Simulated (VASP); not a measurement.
# BN (P6_3/mmc) in VASP: notebook

Runs on BN. Level: PBE. Tasks: single point.

All numbers are computed with VASP 6.6.1; they aren't measurements. Logs are shortened: lines on timing, memory, paths and dates and some standing lists are left out, and cuts for length are marked.

## 1. The cell of the first run

Symmetry: P6_3/mmc, No. 194, hexagonal system. The conventional cell has a = 2.498 Å, b = 2.498 Å, c = 6.636 Å, α = 90.00°, β = 90.00°, γ = 120.00°. Within 1.9 Å of N (site symmetry -6m2) lie 3 B at 1.44 Å. B (site symmetry -6m2) has 3 N at 1.44 Å within 1.9 Å.

## 2. Single point, PBE

INCAR reads:

```
PREC = Accurate
ENCUT = 520
EDIFF = 1E-6
ISMEAR = 0
SIGMA = 0.017
LREAL = False
LASPH = True
NELM = 80
ALGO = Normal
ISIF = 2
LWAVE = False
LCHARG = True
GGA = PE
LELF = True
LVHAR = True
NBANDS = 16
```

KPOINTS reads:

```
regular mesh
0
Gamma
  12 12 4
```

POSCAR reads:

```
BN
1.0
    2.4982400000      0.0000000000      0.0000000000
   -1.2491200000      2.1635393048      0.0000000000
    0.0000000000      0.0000000000      6.6357000000
N B
2 2
Direct
    0.6666666667      0.3333333333      0.2500000000
    0.3333333333      0.6666666667      0.7500000000
    0.6666666667      0.3333333333      0.7500000000
    0.3333333333      0.6666666667      0.2500000000
```

Potentials or basis: VASP PAW PBE potentials, release 64 (N, B).

Run with:

```sh
$ cat potpaw_PBE.64/N/POTCAR potpaw_PBE.64/B/POTCAR > POTCAR
$ mpirun -np 1 vasp_std > vasp.out
```

OUTCAR:

```text
PREC = Accurate
   ENCUT = 520
   EDIFF = 1E-6
   ISMEAR = 0
   LREAL = False
   LASPH = True
   NELM = 80
   ISIF = 2
   GGA = PE

 ion  position               nearest neighbor table
   1  0.667  0.333  0.250-   4 1.44   4 1.44   4 1.44
   2  0.333  0.667  0.750-   3 1.44   3 1.44   3 1.44
   3  0.667  0.333  0.750-   2 1.44   2 1.44   2 1.44
   4  0.333  0.667  0.250-   1 1.44   1 1.44   1 1.44

  LATTYP: Found a hexagonal cell.
 ALAT       =     2.4982400000
 C/A-ratio  =     2.6561499296

  Lattice vectors:

 A1 = (   2.4982400000,   0.0000000000,   0.0000000000)
 A2 = (  -1.2491200000,   2.1635393048,   0.0000000000)
 A3 = (   0.0000000000,   0.0000000000,   6.6357000000)

Analysis of symmetry for initial positions (statically):
=====================================================================
 Subroutine PRICEL returns:
 Original cell was already a primitive cell.

 Routine SETGRP: Setting up the symmetry group for a
 hexagonal supercell.

 Subroutine GETGRP returns: Found 24 space group operations
 (whereof 12 operations were pure point group operations)
 out of a pool of 24 trial point group operations.

The static configuration has the point symmetry D_3d.
 The point group associated with its full space group is D_6h.

Analysis of symmetry for dynamics (positions and initial velocities):
=====================================================================
 Subroutine PRICEL returns:
 Original cell was already a primitive cell.

 Routine SETGRP: Setting up the symmetry group for a
 hexagonal supercell.

 Subroutine GETGRP returns: Found 24 space group operations
 (whereof 12 operations were pure point group operations)
 out of a pool of 24 trial point group operations.

The dynamic configuration has the point symmetry D_3d.
 The point group associated with its full space group is D_6h.

 Subroutine INISYM returns: Found 24 space group operations
 (whereof 12 operations are pure point group operations),
 and found     1 'primitive' translations

----------------------------------------------------------------------------------------

                                     Primitive cell

  volume of cell :      35.8662

  direct lattice vectors                    reciprocal lattice vectors
     2.498240000  0.000000000  0.000000000     0.400281798  0.231102804  0.000000000
    -1.249120000  2.163539305  0.000000000     0.000000000  0.462205608  0.000000000
     0.000000000  0.000000000  6.635700000     0.000000000  0.000000000  0.150700002

  length of vectors
     2.498240000  2.498240000  6.635700000     0.462205608  0.462205608  0.150700002

  position of ions in fractional coordinates (direct lattice)
     0.666666667  0.333333333  0.250000000
     0.333333333  0.666666667  0.750000000
     0.666666667  0.333333333  0.750000000
     0.333333333  0.666666667  0.250000000

  ion indices of the primitive-cell ions
   primitive index   ion index
                 1           1
                 2           2
                 3           3
                 4           4

----------------------------------------------------------------------------------------

 KPOINTS: regular mesh

Automatic generation of k-mesh.
 Grid dimensions read from file:
 generate k-points for:   12   12    4

 Generating k-lattice:

  Cartesian coordinates                     Fractional coordinates (reciprocal lattice)
     0.033356817  0.019258567  0.000000000     0.083333333 -0.000000000  0.000000000
     0.000000000  0.038517134  0.000000000     0.000000000  0.083333333  0.000000000
     0.000000000  0.000000000  0.037675000     0.000000000  0.000000000  0.250000000

  Length of vectors
     0.038517134  0.038517134  0.037675000

  Shift w.r.t. Gamma in fractional coordinates (k-lattice)
     0.000000000  0.000000000  0.000000000

 Subroutine IBZKPT returns following result:
 ===========================================

 Found     57 irreducible k-points:

 Following reciprocal coordinates:
            Coordinates               Weight
  0.000000  0.000000  0.000000      1.000000
  0.083333 -0.000000  0.000000      6.000000
  0.166667  0.000000  0.000000      6.000000
  0.250000  0.000000  0.000000      6.000000
  0.333333  0.000000  0.000000      6.000000
  0.416667  0.000000  0.000000      6.000000
[... 16 lines left out ...]
  0.250000  0.000000  0.250000     12.000000
  0.333333  0.000000  0.250000     12.000000
 [... further k-points ...]
   k-points           NKPTS =     57   k-points in BZ     NKDIM =     57   number of bands    NBANDS=     16
   number of dos      NEDOS =    301   number of ions     NIONS =      4
   total plane-waves  NPLWV =  20000
   dimension x,y,z NGX =    20 NGY =   20 NGZ =   50
   dimension x,y,z NGXF=    40 NGYF=   40 NGZF=  100
   ions per type =               2   2
   NGX,Y,Z   is equivalent  to a cutoff of  13.31, 13.31, 12.53 a.u.
   NGXF,Y,Z  is equivalent  to a cutoff of  26.62, 26.62, 25.05 a.u.
 SYSTEM =  unknown system
   PREC   = accura    normal or accurate (medium, high low for compatibility)
   ISTART =      0    job   : 0-new  1-cont  2-samecut
   ICHARG =      2    charge: 1-file 2-atom 10-const
   ISPIN  =      1    spin polarized calculation?
   LNONCOLLINEAR =      F non collinear calculations
   LSORBIT =      F    spin-orbit coupling
   LASPH  =      T    aspherical Exc in radial PAW
   ENCUT  =  520.0 eV  38.22 Ry    6.18 a.u.   4.65  4.65 12.34*2*pi/ulx,y,z
   NELM   =     80;   NELMIN=  2; NELMDL= -5     # of ELM steps
   EDIFF  = 0.1E-05   stopping-criterion for ELM
   LREAL  =      F    real-space projection
   EDIFFG = 0.1E-04   stopping-criterion for IOM
   NSW    =      0    number of steps for IOM
   IBRION =     -1    ionic relax: 0-MD 1-quasi-New 2-CG
   NFREE  =      0    steps in history (QN), initial steepest desc. (CG)
   ISIF   =      2    stress and relaxation
   ISYM   =      2    0-nonsym 1-usesym 2-fastsym
   POTIM  = 0.5000    time-step for ionic-motion
   TEBEG  =    0.0;   TEEND  =   0.0 temperature during run
   PSTRESS=    0.0 pullay stress
   NELECT =      16.0000    total number of electrons
   NUPDOWN=      -1.0000    fix difference up-down
   EMIN   =  10.00;   EMAX   =-10.00  energy-range for DOS
   EFERMI =   0.00;   METHOD = LEGACY
   ISMEAR =     0;   SIGMA  =   0.02  broadening in eV -4-tet -1-fermi 0-gaus
   EFERMI_NEDOS =   21; number of points for ismear=-14 and -15
   IALGO  =     38    algorithm
   IMIX   =      4    mixing-type and parameters
     AMIX     =   0.40;   BMIX     =  1.00
     AMIX_MAG =   1.60;   BMIX_MAG =  1.00
  volume/ion in A,a.u.               =       8.97        60.51
  Fermi-wavevector in a.u.,A,eV,Ry     =   1.250891  2.363842 21.289433  1.564729
  Thomas-Fermi vector in A             =   2.384864
   LORBIT       =      0    0 simple, 1 ext, 2 COOP (PROOUT), +10 PAW based schemes
   GGA     = PE    functional components
   LHFCALC =     F    Hartree Fock is set to
   AEXX    =    0.0000 exact exchange contribution
   IVDW    =     0    specifies the selected vdW correction
   LEPSILON=     F    determine dielectric tensor
   LRPA    =     F    only Hartree local field effects (RPA)
 non-spin polarized calculation
 Gauss-broadening in eV      SIGMA  =   0.02
  energy-cutoff  :      520.00
  volume of cell :       35.87
 maximum number of plane-waves:       985
 NGX is ok and might be reduce to    20
   NGX =  9   NGY =  9   NGZ = 25

 number of electron      15.9999997 magnetization

 Free energy of the ion-electron system (eV)
  ---------------------------------------------------
  ext. energy  EPLUGINS =         0.00000000
  ---------------------------------------------------
  free energy    TOTEN  =       -35.14690951 eV

  energy without entropy =      -35.14690951  energy(sigma->0) =      -35.14690951

 E-fermi :   2.4061     XC(G=0): -10.0888

 val. band max:        2.3080714109   @ k =   0.3333   0.3333   0.5000
 cond. band min:       6.5949798865   @ k =   0.5000   0.0000   0.0000
 fundamental gap:      4.2869084757
 Fermi energy:         2.4061325244

 k-point     1 :       0.0000    0.0000    0.0000
  band No.  band energies     occupation
      1     -15.5318      2.00000
      2     -15.2365      2.00000
      3      -3.9421      2.00000
      4      -1.8139      2.00000
      5       0.9859      2.00000
      6       0.9859      2.00000
[... 8 lines left out ...]
     15      14.6584      0.00000
     16      15.4186      0.00000

 k-point     2 :       0.0833   -0.0000    0.0000
  band No.  band energies     occupation
      1     -15.3951      2.00000
      2     -15.1044      2.00000
      3      -3.7544      2.00000
      4      -1.6453      2.00000
      5       0.4263      2.00000
      6       0.4588      2.00000
[... 8 lines left out ...]
     15      14.9082      0.00000
     16      15.1372      0.00000

 k-point     3 :       0.1667    0.0000    0.0000
  band No.  band energies     occupation
      1     -14.9922      2.00000
      2     -14.7156      2.00000
      3      -3.1982      2.00000
      4      -1.1498      2.00000
      5      -0.9946      2.00000
      6      -0.9551      2.00000
[... 8 lines left out ...]
     15      16.2512      0.00000
     16      16.2590      0.00000

 k-point     4 :       0.2500    0.0000    0.0000
  band No.  band energies     occupation
      1     -14.3497      2.00000
      2     -14.0980      2.00000
      3      -2.8009      2.00000
      4      -2.7401      2.00000
      5      -2.2985      2.00000
      6      -0.6531      2.00000
[... 8 lines left out ...]
     15      17.6935      0.00000
     16      18.4263      0.00000
[... 324 lines left out ...]
 k-point    22 :       0.1667    0.0000    0.2500
  band No.  band energies     occupation
      1     -14.9537      2.00000
      2     -14.7583      2.00000
      3      -2.9503      2.00000
      4      -1.5368      2.00000
      5      -0.9826      2.00000
      6      -0.9382      2.00000
[... 8 lines left out ...]
     15      16.1526      0.00000
     16      16.2336      0.00000

 k-point    23 :       0.2500    0.0000    0.2500
  band No.  band energies     occupation
      1     -14.3145      2.00000
      2     -14.1366      2.00000
      3      -2.8072      2.00000
      4      -2.7560      2.00000
      5      -2.0408      2.00000
      6      -0.6964      2.00000
[... 8 lines left out ...]
     15      18.4413      0.00000
     16      18.5218      0.00000

 k-point    24 :       0.3333    0.0000    0.2500
  band No.  band energies     occupation
      1     -13.5043      2.00000
      2     -13.3547      2.00000
      3      -4.5924      2.00000
      4      -4.5346      2.00000
      5      -1.2772      2.00000
      6      -1.2340      2.00000
[... 8 lines left out ...]
     15      19.1831      0.00000
     16      20.9904      0.00000

 [... further k-points ...]

------------------------ aborting loop because EDIFF is reached ----------------------------------------

  FORCE on cell =-STRESS in cart. coord.  units (eV):
  Direction    XX          YY          ZZ          XY          YZ          ZX
  --------------------------------------------------------------------------------------
  -------------------------------------------------------------------------------------
  Total        1.4101785      1.4101785      0.6396193     -0.0000000      0.0000000      0.0000000
  in kB       62.9939718     62.9939718     28.5723822     -0.0000000      0.0000000      0.0000000
  external PRESSURE =      51.5201086 kB  Pullay stress =       0.0000000 kB

 VOLUME and BASIS-vectors are now :
 -----------------------------------------------------------------------------
  energy-cutoff  :      520.00
  volume of cell :       35.87
      direct lattice vectors                 reciprocal lattice vectors
     2.498240000  0.000000000  0.000000000     0.400281798  0.231102804  0.000000000
    -1.249120000  2.163539305  0.000000000     0.000000000  0.462205608  0.000000000
     0.000000000  0.000000000  6.635700000     0.000000000  0.000000000  0.150700002

 POSITION                                       TOTAL-FORCE (eV/Angst)
 -----------------------------------------------------------------------------------
      1.24912      0.72118      1.65892        -0.000000      0.000000      0.000000
     -0.00000      1.44236      4.97677         0.000000      0.000000      0.000000
      1.24912      0.72118      4.97677        -0.000000     -0.000000      0.000000
     -0.00000      1.44236      1.65892         0.000000      0.000000      0.000000
 -----------------------------------------------------------------------------------
    total drift:                                0.000000     -0.000000      0.000000

  FREE ENERGIE OF THE ION-ELECTRON SYSTEM (eV)
  ---------------------------------------------------
  free  energy   TOTEN  =       -35.1469095083 eV

  energy  without entropy=      -35.1469095083  energy(sigma->0) =      -35.14690951
```

It took 33 s on 1 thread of Intel Xeon Platinum 8259CL at 2.50GHz (Skylake/Cascade Lake), shared host; peak memory 0.16 GiB.

What came out:

```
Free energy            : -35.1469 eV
Pressure               : 5.2 GPa
Band gap on the k mesh : 4.29 eV, indirect (least direct gap 4.66 eV)
```

Stress tensor (GPa, compression positive):
```
6.30 0.00 0.00
0.00 6.30 0.00
0.00 0.00 2.86
```

Levels at points of the mesh, in eV from the valence-band top:
```tsv
k point	band 6	band 7	band 8	band 9	band 10	band 11
(0.00, 0.00, 0.00)	-1.32	-1.29	-1.29	5.27	10.35	11.61
(0.50, 0.00, 0.00)	-4.09	-1.45	-0.43	4.29	5.66	9.60
(0.00, 0.00, 0.50)	-1.30	-1.30	-1.30	7.64	7.64	11.67
(0.50, 0.00, 0.50)	-4.12	-0.92	-0.92	4.75	4.75	9.99
```

Caveat: this functional lacks dispersion, which binds the layers, so the pressure and a relaxed spacing across them are unreliable. A k mesh can miss the band edges.

## 3. Single point, PBE

INCAR reads:

```
SYSTEM = BN
PREC = Accurate
ENCUT = 520
EDIFF = 1E-6
ISMEAR = 0
SIGMA = 0.018000000000000002
LREAL = .False.
LASPH = .True.
NELM = 60
ALGO = Normal
ISIF = 2
LWAVE = .False.
LCHARG = .False.
GGA = PE
NBANDS = 16
```

KPOINTS reads:

```
Automatic mesh
0
Gamma
  12 12 4
  0 0 0
```

POSCAR is that of step 2.

Potentials or basis: VASP PAW PBE potentials, release 64 (N, B).

Run with:

```sh
$ cat potpaw_PBE.64/N/POTCAR potpaw_PBE.64/B/POTCAR > POTCAR
$ mpirun -np 1 vasp_std > vasp.out
```

It took 32 s on 1 thread of Intel Xeon Platinum 8259CL at 2.50GHz (Skylake/Cascade Lake), shared host; peak memory 0.16 GiB.

The run converged. Its results:

```
Free energy            : -35.1469 eV
Pressure               : 5.2 GPa
Band gap on the k mesh : 4.29 eV, indirect (least direct gap 4.66 eV)
```

Stress tensor (GPa, compression positive):
```
6.30 0.00 0.00
0.00 6.30 0.00
0.00 0.00 2.86
```

Levels at points of the mesh, in eV from the valence-band top:
```
           k point  band 6  band 7  band 8  band 9  band 10  band 11
(0.00, 0.00, 0.00)   -1.32   -1.29   -1.29    5.27    10.35    11.61
(0.50, 0.00, 0.00)   -4.09   -1.45   -0.43    4.29     5.66     9.60
(0.00, 0.00, 0.50)   -1.30   -1.30   -1.30    7.64     7.64    11.67
(0.50, 0.00, 0.50)   -4.12   -0.92   -0.92    4.75     4.75     9.99
```

Caveat: this functional lacks dispersion, which binds the layers, so the pressure and a relaxed spacing across them are unreliable.

(Part 1 of 2 ends here.)
